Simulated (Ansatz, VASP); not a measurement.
## Two plane-wave programs on CdO

```xyz
2
Lattice="0.0000 2.3992 2.3992 2.3992 0.0000 2.3992 2.3992 2.3992 0.0000" Properties=species:S:1:pos:R:3 pbc="T T T"
Cd    0.0000    0.0000    0.0000
O     2.3992    2.3992    2.3992
```

Alike in both runs: task single point; functional r2SCAN; k mesh 8 × 8 × 8; occupations fermi-dirac, width 0.02 eV; no spin polarisation.

|  | VASP | Ansatz |
| --- | --- | --- |
| version | VASP 6.6.1 | Ansatz 0.2.0 |
| potentials or method | VASP PAW PBE potentials, release 64 (Cd_sv_GW, O) | plane waves, PAW |
| plane-wave cutoff (eV) | 770 | 500 |
| valence electrons in the cell | 26 | 26 |

VASP gave:

* pressure (GPa): -7.9

Question: What did Ansatz give for the same quantities?

Answer: Pressure (GPa): -7.5.

VASP's potentials were made for PBE, not for r2SCAN.
